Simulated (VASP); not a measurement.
# MgO (lda) (Fm-3m) in VASP: further runs

The runs below take MgO (lda) through single point, relaxation of cell and atoms, with LDA.

All numbers are computed with VASP 6.6.1; they aren't measurements. Logs are shortened: lines on timing, memory, paths and dates and some standing lists are left out, and cuts for length are marked.

**What was measured.**

From “Electronic structure of alkaline earth and post-transition metal oxides”, 2009, arxiv:0908.1581, for a bulk crystal of MgO: band gap 7.83 eV.

How close the calculation comes is told below.

**1. The cell of the first run**

The structure is cubic, space group Fm-3m (No. 225). The conventional cell has a = 4.210 Å, b = 4.210 Å, c = 4.210 Å, α = 90.00°, β = 90.00°, γ = 90.00°. Mg (site symmetry m-3m) has 6 O at 2.10 Å within 2.8 Å. O (site symmetry m-3m) has 6 Mg at 2.10 Å within 2.8 Å.

**2. Single point, LDA**

File INCAR:

```
PREC = Accurate ; ENCUT = 600
EDIFF = 1E-6 ; ISMEAR = 0
SIGMA = 0.1 ; LREAL = F
LASPH = T ; NELM = 120
ALGO = Normal ; ISIF = 2
LWAVE = F ; LCHARG = F
GGA = CA ; NBANDS = 11
GGA_COMPAT = F
```

File KPOINTS:

```
Automatic mesh
0
Gamma
  8 8 8
```

File POSCAR:

```
MgO
1.0
    0.0000000000      2.1050000000      2.1050000000
    2.1050000000      0.0000000000      2.1050000000
    2.1050000000      2.1050000000      0.0000000000
Mg O
1 1
Direct
    0.0000000000      0.0000000000      0.0000000000
    0.5000000000      0.5000000000      0.5000000000
```

Potentials or basis: VASP PAW LDA potentials, release 64 (Mg, O).

Command:

```bash
cat potpaw_LDA.64/Mg/POTCAR potpaw_LDA.64/O/POTCAR > POTCAR
mpirun -np 1 vasp_std > vasp.out
```

OUTCAR:

```text
PREC = Accurate
   ENCUT = 600
   EDIFF = 1E-6
   ISMEAR = 0
   LREAL = F
   LASPH = T
   NELM = 120
   ISIF = 2
   GGA = CA

 ion  position               nearest neighbor table
   1  0.000  0.000  0.000-   2 2.10   2 2.10   2 2.10   2 2.10   2 2.10   2 2.10
   2  0.500  0.500  0.500-   1 2.10   1 2.10   1 2.10   1 2.10   1 2.10   1 2.10

  LATTYP: Found a face centered cubic cell.
 ALAT       =     4.2100000000

  Lattice vectors:

 A1 = (   0.0000000000,   2.1050000000,   2.1050000000)
 A2 = (   2.1050000000,   0.0000000000,   2.1050000000)
 A3 = (   2.1050000000,   2.1050000000,   0.0000000000)

Analysis of symmetry for initial positions (statically):
=====================================================================
 Subroutine PRICEL returns:
 Original cell was already a primitive cell.

 Routine SETGRP: Setting up the symmetry group for a
 face centered cubic supercell.

 Subroutine GETGRP returns: Found 48 space group operations
 (whereof 48 operations were pure point group operations)
 out of a pool of 48 trial point group operations.

The static configuration has the point symmetry O_h .

Analysis of symmetry for dynamics (positions and initial velocities):
=====================================================================
 Subroutine PRICEL returns:
 Original cell was already a primitive cell.

 Routine SETGRP: Setting up the symmetry group for a
 face centered cubic supercell.

 Subroutine GETGRP returns: Found 48 space group operations
 (whereof 48 operations were pure point group operations)
 out of a pool of 48 trial point group operations.

The dynamic configuration has the point symmetry O_h .

 Subroutine INISYM returns: Found 48 space group operations
 (whereof 48 operations are pure point group operations),
 and found     1 'primitive' translations

----------------------------------------------------------------------------------------

                                     Primitive cell

  volume of cell :      18.6546

  direct lattice vectors                    reciprocal lattice vectors
     0.000000000  2.105000000  2.105000000    -0.237529691  0.237529691  0.237529691
     2.105000000  0.000000000  2.105000000     0.237529691 -0.237529691  0.237529691
     2.105000000  2.105000000  0.000000000     0.237529691  0.237529691 -0.237529691

  length of vectors
     2.976919549  2.976919549  2.976919549     0.411413493  0.411413493  0.411413493

  position of ions in fractional coordinates (direct lattice)
     0.000000000  0.000000000  0.000000000
     0.500000000  0.500000000  0.500000000

  ion indices of the primitive-cell ions
[... 79 lines left out ...]
   IBRION =     -1    ionic relax: 0-MD 1-quasi-New 2-CG
   NFREE  =      0    steps in history (QN), initial steepest desc. (CG)
   ISIF   =      2    stress and relaxation
   ISYM   =      2    0-nonsym 1-usesym 2-fastsym
   POTIM  = 0.5000    time-step for ionic-motion
   TEBEG  =    0.0;   TEEND  =   0.0 temperature during run
   PSTRESS=    0.0 pullay stress
   NELECT =       8.0000    total number of electrons
   NUPDOWN=      -1.0000    fix difference up-down
   EMIN   =  10.00;   EMAX   =-10.00  energy-range for DOS
   EFERMI =   0.00;   METHOD = LEGACY
   ISMEAR =     0;   SIGMA  =   0.10  broadening in eV -4-tet -1-fermi 0-gaus
   EFERMI_NEDOS =   21; number of points for ismear=-14 and -15
   IALGO  =     38    algorithm
   IMIX   =      4    mixing-type and parameters
     AMIX     =   0.40;   BMIX     =  1.00
     AMIX_MAG =   1.60;   BMIX_MAG =  1.00
  volume/ion in A,a.u.               =       9.33        62.94
  Fermi-wavevector in a.u.,A,eV,Ry     =   1.234552  2.332965 20.736894  1.524119
  Thomas-Fermi vector in A             =   2.369237
   LORBIT       =      0    0 simple, 1 ext, 2 COOP (PROOUT), +10 PAW based schemes
   GGA     = CA    functional components
   LHFCALC =     F    Hartree Fock is set to
   AEXX    =    0.0000 exact exchange contribution
   IVDW    =     0    specifies the selected vdW correction
   LEPSILON=     F    determine dielectric tensor
   LRPA    =     F    only Hartree local field effects (RPA)
 non-spin polarized calculation
 Gauss-broadening in eV      SIGMA  =   0.10
  energy-cutoff  :      600.00
  volume of cell :       18.65
 maximum number of plane-waves:       636
   NGX = 11   NGY = 11   NGZ = 11

 number of electron       8.0000005 magnetization

 Free energy of the ion-electron system (eV)
  ---------------------------------------------------
  ext. energy  EPLUGINS =         0.00000000
  ---------------------------------------------------
  free energy    TOTEN  =       -13.42934820 eV

  energy without entropy =      -13.42934820  energy(sigma->0) =      -13.42934820

 E-fermi :   3.4243     XC(G=0): -11.5988

 val. band max:        2.8894546813   @ k =   0.0000   0.0000   0.0000
 cond. band min:       7.5615344040   @ k =   0.0000   0.0000   0.0000
 fundamental gap:      4.6720797227
 Fermi energy:         3.4243410275

 k-point     1 :       0.0000    0.0000    0.0000
  band No.  band energies     occupation
      1     -14.1195      2.00000
      2       2.8895      2.00000
      3       2.8895      2.00000
      4       2.8895      2.00000
      5       7.5615      0.00000
      6      18.4251      0.00000
      7      18.4251      0.00000
      8      18.4251      0.00000
      9      22.4533      0.00000
     10      24.0985      0.00000
     11      24.0985      0.00000
[... 309 lines left out ...]
 k-point    24 :      -0.3750    0.2500    0.1250
  band No.  band energies     occupation
      1     -12.6052      2.00000
      2      -1.1901      2.00000
      3       0.9141      2.00000
      4       1.8814      2.00000
      5      12.4011      0.00000
      6      14.9002      0.00000
      7      16.1013      0.00000
      8      19.4937      0.00000
      9      23.1600      0.00000
     10      24.6460      0.00000
     11      28.7002      0.00000

 [... further k-points ...]
[... 5 lines left out ...]
  --------------------------------------------------------------------------------------
  -------------------------------------------------------------------------------------
  Total       -0.9028903     -0.9028903     -0.9028903      0.0000000     -0.0000000     -0.0000000
  in kB      -77.5459772    -77.5459772    -77.5459772      0.0000000     -0.0000000     -0.0000000
  external PRESSURE =     -77.5459772 kB  Pullay stress =       0.0000000 kB

 VOLUME and BASIS-vectors are now :
 -----------------------------------------------------------------------------
  energy-cutoff  :      600.00
  volume of cell :       18.65
      direct lattice vectors                 reciprocal lattice vectors
     0.000000000  2.105000000  2.105000000    -0.237529691  0.237529691  0.237529691
     2.105000000  0.000000000  2.105000000     0.237529691 -0.237529691  0.237529691
     2.105000000  2.105000000  0.000000000     0.237529691  0.237529691 -0.237529691

 POSITION                                       TOTAL-FORCE (eV/Angst)
 -----------------------------------------------------------------------------------
      0.00000      0.00000      0.00000        -0.000000     -0.000000      0.000000
      2.10500      2.10500      2.10500         0.000000      0.000000      0.000000
 -----------------------------------------------------------------------------------
    total drift:                               -0.000000     -0.000000      0.000000

  FREE ENERGIE OF THE ION-ELECTRON SYSTEM (eV)
  ---------------------------------------------------
  free  energy   TOTEN  =       -13.4293481950 eV

  energy  without entropy=      -13.4293481950  energy(sigma->0) =      -13.42934820
```

OSZICAR:

```text
N       E                     dE             d eps       ncg     rms          rms(c)
DAV:   1     0.176622336892E+02    0.17662E+02   -0.49480E+03   718   0.725E+02
DAV:   2    -0.143318925938E+02   -0.31994E+02   -0.31392E+02   739   0.150E+02
DAV:   3    -0.149970419548E+02   -0.66515E+00   -0.66463E+00   766   0.193E+01
DAV:   4    -0.149984666994E+02   -0.14247E-02   -0.14247E-02   701   0.101E+00
DAV:   5    -0.149984708324E+02   -0.41329E-05   -0.41330E-05   749   0.520E-02    0.703E+00
DAV:   6    -0.134939882821E+02    0.15045E+01   -0.87803E+00   659   0.161E+01    0.226E+00
DAV:   7    -0.134541136765E+02    0.39875E-01   -0.67005E-02   698   0.229E+00    0.130E+00
DAV:   8    -0.134298861166E+02    0.24228E-01   -0.32876E-02   662   0.184E+00    0.238E-01
DAV:   9    -0.134295120028E+02    0.37411E-03   -0.41464E-04   731   0.152E-01    0.143E-01
DAV:  10    -0.134293487917E+02    0.16321E-03   -0.41006E-04   674   0.171E-01    0.628E-03
DAV:  11    -0.134293481950E+02    0.59671E-06   -0.43544E-06   695   0.117E-02
   1 F= -.13429348E+02 E0= -.13429348E+02  d E =-.124156E-15
```

It took 4.8 s on 1 thread of Intel Xeon 6975P-C, shared host; peak memory 0.13 GiB.

What came out:

```yaml
Free_energy: -13.4293 eV
Pressure: -7.8 GPa
Band_gap_on_the_k_mesh: 4.67 eV, direct
```

LDA gaps usually lie below the measured ones, often by a third to a half.

**3. Single point, LDA**

This run uses another cell than the first one, of 8.99 Å³/atom, 0.964 times its volume.

File INCAR:

```
  PREC = Accurate
  ENCUT = 600
  EDIFF = 1E-6
  ISMEAR = 0
  SIGMA = 0.02
  LREAL = False
  LASPH = True
  NELM = 120
  ALGO = Normal
  ISIF = 2
  LWAVE = False
  LCHARG = False
  NBANDS = 11
  GGA_COMPAT = False
```

File KPOINTS:

```
Automatic mesh
0
Gamma
  10 10 10
```

File POSCAR:

```
MgO
1.0
    0.0000000000      2.0795966711      2.0795966711
    2.0795966711      0.0000000000      2.0795966711
    2.0795966711      2.0795966711      0.0000000000
Mg O
1 1
Direct
    0.0000000000      0.0000000000      0.0000000000
    0.5000000000      0.5000000000      0.5000000000
```

Potentials or basis: VASP PAW LDA potentials, release 64 (Mg, O).

Command:

```bash
cat potpaw_LDA.64/Mg/POTCAR potpaw_LDA.64/O/POTCAR > POTCAR
mpirun -np 1 vasp_std > vasp.out
```

Run time: 5.9 s. Hardware: 1 thread of Intel Xeon 6975P-C, shared host; peak memory 0.13 GiB.

It converged, with:

```
Free energy            : -13.4482 eV
Pressure               : -2.0 GPa
Band gap on the k mesh : 5.04 eV, direct
```

Levels at points of the mesh, in eV from the valence-band top:
| k point | band 1 | band 2 | band 3 | band 4 | band 5 | band 6 | band 7 | band 8 | band 9 |
| --- | --- | --- | --- | --- | --- | --- | --- | --- | --- |
| (0.00, 0.00, 0.00) | -17.20 | 0.00 | 0.00 | 0.00 | 5.04 | 15.73 | 15.73 | 15.73 | 19.86 |
| (0.50, 0.00, 0.00) | -15.75 | -4.87 | -0.71 | -0.71 | 7.97 | 12.83 | 16.39 | 16.39 | 21.13 |
| (0.50, 0.50, 0.00) | -15.47 | -4.31 | -1.43 | -1.43 | 8.93 | 10.12 | 13.29 | 19.21 | 19.21 |

**4. Relaxation of cell and atoms, LDA**

File INCAR:

```
ALGO = Normal
EDIFF = 1E-7
EDIFFG = -0.002
ENCUT = 600
GGA = CA
GGA_COMPAT = False
IBRION = 2
ISIF = 3
ISMEAR = 0
LASPH = True
LCHARG = False
LREAL = False
LWAVE = False
NELM = 120
NELMIN = 4
NSW = 100
PREC = Accurate
SIGMA = 0.02
```

File KPOINTS:

```
k-points
0
Gamma
  10 10 10
```

File POSCAR:

```
MgO
1.0
    0.0000000000      2.1050000000      2.1050000000
    2.1050000000      0.0000000000      2.1050000000
    2.1050000000      2.1050000000      0.0000000000
Mg O
1 1
Direct
    0.0000000000      0.0000000000      0.0000000000
    0.5000000000      0.5000000000      0.5000000000
```

Command:

```bash
cat potpaw_LDA.64/Mg/POTCAR potpaw_LDA.64/O/POTCAR > POTCAR
mpirun -np 1 vasp_std > vasp.out
```

Wall time 9.2 s (1 thread of Intel Xeon 6975P-C, shared host); peak memory 0.14 GiB.

The run converged. Its results:

- Free energy: -13.4512 eV
- Relaxed volume: 8.89 Å³/atom
- Relaxed cell: a = 2.930 Å, b = 2.930 Å, c = 2.930 Å, α = 60.00°, β = 60.00°, γ = 60.00°
- Space group after relaxing (to 0.05 Å): Fm-3m (No. 225)
- Energy gained by relaxing: 11.0 meV/atom
- Ionic steps: 3
- Pressure after relaxing: 0.0 GPa
- Band gap on the k mesh: 5.15 eV, direct

Step by step:
```tsv
step	energy change (eV)	largest force (eV/Å)	pressure (GPa)	volume (Å³)
1	0.0000	0.0000	-7.76	18.65
2	-0.0186	0.0000	3.40	17.46
3	-0.0220	0.0000	0.01	17.78
```

Final structure:
```
Mg O
1.0
     0.00000    2.07169    2.07169
     2.07169    0.00000    2.07169
     2.07169    2.07169    0.00000
Mg O
1 1
Cartesian
  0.0000 0.0000 0.0000
  2.0717 2.0717 2.0717
```

Levels at points of the mesh, in eV from the valence-band top:
| k point | band 2 | band 3 | band 4 | band 5 | band 6 | band 7 |
| --- | --- | --- | --- | --- | --- | --- |
| (0.00, 0.00, 0.00) | 0.00 | 0.00 | 0.00 | 5.15 | 15.80 | 15.80 |
| (0.50, 0.00, 0.00) | -4.92 | -0.72 | -0.72 | 8.05 | 12.96 | 16.51 |
| (0.50, 0.50, 0.00) | -4.36 | -1.44 | -1.44 | 8.94 | 10.25 | 13.42 |

As with any semilocal functional, this LDA gap is likely too small. LDA usually gives volumes a few per cent too small.

**5. Overview**

| task | cell | k mesh | smearing | gap on the mesh (eV) | pressure (GPa) |
| --- | --- | --- | --- | --- | --- |
| single point | a = 2.977 Å, angles 60.0°, 2 atoms | 8 × 8 × 8 | gaussian 0.1 eV | 4.67 | -7.8 |
| single point | a = 2.941 Å, angles 60.0°, 2 atoms | 10 × 10 × 10 | gaussian 0.02 eV | 5.04 | -2.0 |
| relaxation of cell and atoms | relaxed from a = 2.977 Å, angles 60.0°, 2 atoms | 10 × 10 × 10 | gaussian 0.02 eV | 5.15 | 0.0 |

Alike in all rows: level LDA; potentials or basis VASP PAW LDA potentials, release 64 (Mg, O); no spin polarisation; cutoff (eV) 600.

Absolute energies hang on the potentials; compare differences alone.

**6. Against experiment**

Step 3. Against the measured gap of MgO, 7.83 eV (quoted in “Electronic structure of alkaline earth and post-transition metal oxides”, 2009, arxiv:0908.1581), the calculated 5.04 eV is off by -2.79 eV. The value is that of LDA, without temperature or zero-point motion. Semilocal functionals fall short of measured gaps as a rule.
